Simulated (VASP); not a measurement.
# Sb (Pm-3m) in VASP: a series of runs

Sb is run at these levels: PBE; tasks: single point.

All numbers are computed with VASP 6.6.1; they aren't measurements. Logs are shortened: lines on timing, memory, paths and dates and some standing lists are left out, and cuts for length are marked.

## Step 1: The cell of the first run

It takes space group Pm-3m (No. 221, cubic). Conventional cell: a = 2.292 Å, b = 2.292 Å, c = 2.292 Å, α = 90.00°, β = 90.00°, γ = 90.00°. Sb (site symmetry m-3m) has 6 Sb at 2.29 Å within 3.0 Å.

## Step 2: Single point, PBE (volume scaled by 0.4)

INCAR

```
PREC = Accurate
ENCUT = 500
EDIFF = 1E-6
ISMEAR = -1
SIGMA = 0.05
LREAL = F
LASPH = T
NELM = 120
ALGO = Normal
ISIF = 2
LWAVE = F
LCHARG = F
GGA = PE
NBANDS = 8
GGA_COMPAT = F
```

KPOINTS

```
Automatic mesh
0
Gamma
  12 12 12
```

POSCAR

```
Sb
1.0
    2.2922947642      0.0000000000      0.0000000000
    0.0000000000      2.2922947642      0.0000000000
    0.0000000000      0.0000000000      2.2922947642
Sb
1
Direct
    0.0000000000      0.0000000000      0.0000000000
```

Potentials or basis: VASP PAW PBE potentials, release 64 (Sb).

Launch:

```sh
$ cat potpaw_PBE.64/Sb/POTCAR > POTCAR
$ mpirun -np 1 vasp_std > vasp.out
```

OUTCAR:

```text
PREC = Accurate
   ENCUT = 500
   EDIFF = 1E-6
   ISMEAR = -1
   LREAL = F
   LASPH = T
   NELM = 120
   ISIF = 2
   GGA = PE

 ion  position               nearest neighbor table
   1  0.000  0.000  0.000-

  LATTYP: Found a simple cubic cell.
 ALAT       =     2.2922947642

  Lattice vectors:

 A1 = (   2.2922947642,   0.0000000000,   0.0000000000)
 A2 = (   0.0000000000,   2.2922947642,   0.0000000000)
 A3 = (   0.0000000000,   0.0000000000,   2.2922947642)

Analysis of symmetry for initial positions (statically):
=====================================================================
 Subroutine PRICEL returns:
 Original cell was already a primitive cell.

 Routine SETGRP: Setting up the symmetry group for a
 simple cubic supercell.

 Subroutine GETGRP returns: Found 48 space group operations
 (whereof 48 operations were pure point group operations)
 out of a pool of 48 trial point group operations.

The static configuration has the point symmetry O_h .

Analysis of symmetry for dynamics (positions and initial velocities):
=====================================================================
 Subroutine PRICEL returns:
 Original cell was already a primitive cell.

 Routine SETGRP: Setting up the symmetry group for a
 simple cubic supercell.

 Subroutine GETGRP returns: Found 48 space group operations
 (whereof 48 operations were pure point group operations)
 out of a pool of 48 trial point group operations.

The dynamic configuration has the point symmetry O_h .

 Subroutine INISYM returns: Found 48 space group operations
 (whereof 48 operations are pure point group operations),
 and found     1 'primitive' translations

----------------------------------------------------------------------------------------

                                     Primitive cell

  volume of cell :      12.0451

  direct lattice vectors                    reciprocal lattice vectors
     2.292294764  0.000000000  0.000000000     0.436244071  0.000000000  0.000000000
     0.000000000  2.292294764  0.000000000     0.000000000  0.436244071  0.000000000
     0.000000000  0.000000000  2.292294764     0.000000000  0.000000000  0.436244071

  length of vectors
     2.292294764  2.292294764  2.292294764     0.436244071  0.436244071  0.436244071

  position of ions in fractional coordinates (direct lattice)
     0.000000000  0.000000000  0.000000000

  ion indices of the primitive-cell ions
   primitive index   ion index
                 1           1

----------------------------------------------------------------------------------------

 KPOINTS: Automatic mesh

Automatic generation of k-mesh.
 Grid dimensions read from file:
 generate k-points for:   12   12   12

 Generating k-lattice:

  Cartesian coordinates                     Fractional coordinates (reciprocal lattice)
     0.036353673  0.000000000  0.000000000     0.083333333  0.000000000  0.000000000
     0.000000000  0.036353673  0.000000000     0.000000000  0.083333333  0.000000000
     0.000000000  0.000000000  0.036353673     0.000000000  0.000000000  0.083333333

  Length of vectors
     0.036353673  0.036353673  0.036353673

  Shift w.r.t. Gamma in fractional coordinates (k-lattice)
     0.000000000  0.000000000  0.000000000

 Subroutine IBZKPT returns following result:
 ===========================================

 Found     84 irreducible k-points:

 Following reciprocal coordinates:
            Coordinates               Weight
  0.000000  0.000000  0.000000      1.000000
  0.083333  0.000000  0.000000      6.000000
  0.166667  0.000000  0.000000      6.000000
  0.250000  0.000000  0.000000      6.000000
  0.333333  0.000000  0.000000      6.000000
  0.416667  0.000000  0.000000      6.000000
[... 16 lines left out ...]
  0.333333  0.333333  0.000000     12.000000
  0.416667  0.333333  0.000000     24.000000
 [... further k-points ...]
   k-points           NKPTS =     84   k-points in BZ     NKDIM =     84   number of bands    NBANDS=      8
   number of dos      NEDOS =    301   number of ions     NIONS =      1
   total plane-waves  NPLWV =   5832
   dimension x,y,z NGX =    18 NGY =   18 NGZ =   18
   dimension x,y,z NGXF=    36 NGYF=   36 NGZF=   36
   ions per type =               1
   NGX,Y,Z   is equivalent  to a cutoff of  13.05, 13.05, 13.05 a.u.
   NGXF,Y,Z  is equivalent  to a cutoff of  26.11, 26.11, 26.11 a.u.
 SYSTEM =  unknown system
   PREC   = accura    normal or accurate (medium, high low for compatibility)
   ISTART =      0    job   : 0-new  1-cont  2-samecut
   ICHARG =      2    charge: 1-file 2-atom 10-const
   ISPIN  =      1    spin polarized calculation?
   LNONCOLLINEAR =      F non collinear calculations
   LSORBIT =      F    spin-orbit coupling
   LASPH  =      T    aspherical Exc in radial PAW
   ENCUT  =  500.0 eV  36.75 Ry    6.06 a.u.   4.18  4.18  4.18*2*pi/ulx,y,z
   NELM   =    120;   NELMIN=  2; NELMDL= -5     # of ELM steps
   EDIFF  = 0.1E-05   stopping-criterion for ELM
   LREAL  =      F    real-space projection
   EDIFFG = 0.1E-04   stopping-criterion for IOM
   NSW    =      0    number of steps for IOM
   IBRION =     -1    ionic relax: 0-MD 1-quasi-New 2-CG
   NFREE  =      0    steps in history (QN), initial steepest desc. (CG)
   ISIF   =      2    stress and relaxation
   ISYM   =      2    0-nonsym 1-usesym 2-fastsym
   POTIM  = 0.5000    time-step for ionic-motion
   TEBEG  =    0.0;   TEEND  =   0.0 temperature during run
   PSTRESS=    0.0 pullay stress
   NELECT =       5.0000    total number of electrons
   NUPDOWN=      -1.0000    fix difference up-down
   EMIN   =  10.00;   EMAX   =-10.00  energy-range for DOS
   EFERMI =   0.00;   METHOD = LEGACY
   ISMEAR =    -1;   SIGMA  =   0.05  broadening in eV -4-tet -1-fermi 0-gaus
   EFERMI_NEDOS =   21; number of points for ismear=-14 and -15
   IALGO  =     38    algorithm
   IMIX   =      4    mixing-type and parameters
     AMIX     =   0.40;   BMIX     =  1.00
     AMIX_MAG =   1.60;   BMIX_MAG =  1.00
  volume/ion in A,a.u.               =      12.05        81.28
  Fermi-wavevector in a.u.,A,eV,Ry     =   1.221221  2.307774 20.291477  1.491381
  Thomas-Fermi vector in A             =   2.356411
   LORBIT       =      0    0 simple, 1 ext, 2 COOP (PROOUT), +10 PAW based schemes
   GGA     = PE    functional components
   LHFCALC =     F    Hartree Fock is set to
   AEXX    =    0.0000 exact exchange contribution
   IVDW    =     0    specifies the selected vdW correction
   LEPSILON=     F    determine dielectric tensor
   LRPA    =     F    only Hartree local field effects (RPA)
 non-spin polarized calculation
  energy-cutoff  :      500.00
  volume of cell :       12.05
 maximum number of plane-waves:       320
 NGX is ok and might be reduce to    18
   NGX =  9   NGY =  9   NGZ =  9

 number of electron       4.9999999 magnetization

 Free energy of the ion-electron system (eV)
  ---------------------------------------------------
  ext. energy  EPLUGINS =         0.00000000
  ---------------------------------------------------
  free energy    TOTEN  =         5.99132133 eV

  energy without entropy =        5.99510198  energy(sigma->0) =        5.99321166

 E-fermi :  24.5946     XC(G=0): -14.0237

 val. band max:       24.5795278422   @ k =   0.3333   0.2500   0.1667
 cond. band min:      24.6249863548   @ k =   0.5000   0.5000   0.3333
 fundamental gap:      0.0454585126
 Fermi energy:        24.5946122974

 k-point     1 :       0.0000    0.0000    0.0000
  band No.  band energies     occupation
      1       1.1715      2.00000
      2      29.8465      0.00000
      3      29.8465      0.00000
      4      29.8465      0.00000
      5      33.6436      0.00000
      6      33.6436      0.00000
      7      39.6570      0.00000
      8      46.6460      0.00000

 k-point     2 :       0.0833    0.0000    0.0000
  band No.  band energies     occupation
      1       1.3963      2.00000
      2      27.5694      0.00000
      3      30.1376      0.00000
      4      30.1376      0.00000
      5      33.6567      0.00000
      6      34.8890      0.00000
      7      40.7015      0.00000
      8      45.5690      0.00000

 k-point     3 :       0.1667    0.0000    0.0000
  band No.  band energies     occupation
      1       2.0760      2.00000
      2      23.8501      2.00000
      3      30.9760      0.00000
      4      30.9760      0.00000
      5      33.6971      0.00000
      6      35.8307      0.00000
      7      42.9325      0.00000
      8      43.3808      0.00000

 k-point     4 :       0.2500    0.0000    0.0000
  band No.  band energies     occupation
      1       3.2242      2.00000
      2      19.9948      2.00000
      3      32.2633      0.00000
      4      32.2633      0.00000
      5      33.7673      0.00000
      6      36.1996      0.00000
      7      40.6211      0.00000
      8      42.8583      0.00000

 k-point     5 :       0.3333    0.0000    0.0000
  band No.  band energies     occupation
      1       4.8594      2.00000
      2      16.2546      2.00000
      3      33.8516      0.00000
      4      33.8516      0.00000
      5      33.8652      0.00000
      6      36.3529      0.00000
      7      38.8858      0.00000
      8      41.4010      0.00000
[... 177 lines left out ...]
 k-point    22 :       0.5000    0.2500    0.0000
  band No.  band energies     occupation
      1      11.0740      2.00000
      2      12.0642      2.00000
      3      27.2835      0.00000
      4      28.1713      0.00000
      5      36.7144      0.00000
      6      39.1105      0.00000
      7      39.1931      0.00000
      8      39.6088      0.00000

 k-point    23 :       0.3333    0.3333    0.0000
  band No.  band energies     occupation
      1       8.4295      2.00000
      2      18.0000      2.00000
      3      21.8117      2.00000
      4      29.8480      0.00000
      5      36.5901      0.00000
      6      37.4530      0.00000
      7      40.4494      0.00000
      8      42.1210      0.00000

 k-point    24 :       0.4167    0.3333    0.0000
  band No.  band energies     occupation
      1      10.4427      2.00000
      2      15.7663      2.00000
      3      22.5198      2.00000
      4      27.3041      0.00000
      5      37.2746      0.00000
      6      38.8917      0.00000
      7      39.7143      0.00000
      8      41.5145      0.00000

 [... further k-points ...]
[... 5 lines left out ...]
  --------------------------------------------------------------------------------------
  -------------------------------------------------------------------------------------
  Total       31.4213997     31.4213997     31.4213997     -0.0000000      0.0000000     -0.0000000
  in kB     4179.5037837   4179.5037837   4179.5037837     -0.0000000      0.0000000     -0.0000000
  external PRESSURE =    4179.5037837 kB  Pullay stress =       0.0000000 kB

 VOLUME and BASIS-vectors are now :
 -----------------------------------------------------------------------------
  energy-cutoff  :      500.00
  volume of cell :       12.05
      direct lattice vectors                 reciprocal lattice vectors
     2.292294764  0.000000000  0.000000000     0.436244071  0.000000000  0.000000000
     0.000000000  2.292294764  0.000000000     0.000000000  0.436244071  0.000000000
     0.000000000  0.000000000  2.292294764     0.000000000  0.000000000  0.436244071

 POSITION                                       TOTAL-FORCE (eV/Angst)
 -----------------------------------------------------------------------------------
      0.00000      0.00000      0.00000         0.000000      0.000000      0.000000
 -----------------------------------------------------------------------------------
    total drift:                               -0.000000      0.000000      0.000000

  FREE ENERGIE OF THE ION-ELECTRON SYSTEM (eV)
  ---------------------------------------------------
  free  energy   TOTEN  =         5.9913213306 eV

  energy  without entropy=        5.9951019823  energy(sigma->0) =        5.99321166
```

Run time: 12 s. Hardware: 1 thread of Intel Xeon 8259CL, shared host; peak memory 0.12 GiB.

Results:

* Free energy: 5.9913 eV
* Pressure: 418.0 GPa

Levels at points of the mesh, in eV from the Fermi level:
```tsv
k point	band 1	band 2	band 3	band 4	band 5
(0.00, 0.00, 0.00)	-23.42	5.25	5.25	5.25	9.05
(0.50, 0.00, 0.00)	-15.25	-14.63	9.43	11.82	11.99
(0.50, 0.50, 0.00)	-9.11	-9.11	-5.81	-1.86	14.49
(0.50, 0.50, 0.50)	-3.34	-3.34	-3.34	1.77	3.93
```

Caveat: spin-orbit coupling is left out, which moves the levels of the heavy elements.

(Part 1 of 2 ends here.)
